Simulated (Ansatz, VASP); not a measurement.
# SiBiS in VASP and in Ansatz

```
Si Bi S
1.0
     3.39698    0.00000    0.00000
     0.00000    3.39698    0.00000
     0.00000    0.00000    5.88303
Si Bi S
1 1 1
Direct
  0.00000 0.00000 0.00000
  0.00000 0.00000 0.50000
  0.50000 0.50000 0.00000
```

Alike in both runs: functional PBE; k mesh 14 × 14 × 8; occupations gaussian, width 0.1 eV; no spin polarisation.

Ansatz relaxed the structure, and its values are those at the end. VASP's run is a single point on that final structure, the one shown.

```csv
,VASP,Ansatz
version,VASP 6.6.1,Ansatz 0.2.0
potentials or method,"VASP PAW PBE potentials, release 64 (Si, Bi_d, S), cutoff 520 eV","scalar-relativistic, plane waves, PAW"
valence electrons in the cell,25,25
```

```tsv
	VASP	Ansatz	Ansatz less VASP
gap on the k mesh at the Fermi level (eV)	none	none	-
pressure (GPa)	-0.1	0.0	+0.08
```

A gap of «none» marks a metal or a gap that the smearing closes.

Spin-orbit coupling is off throughout.
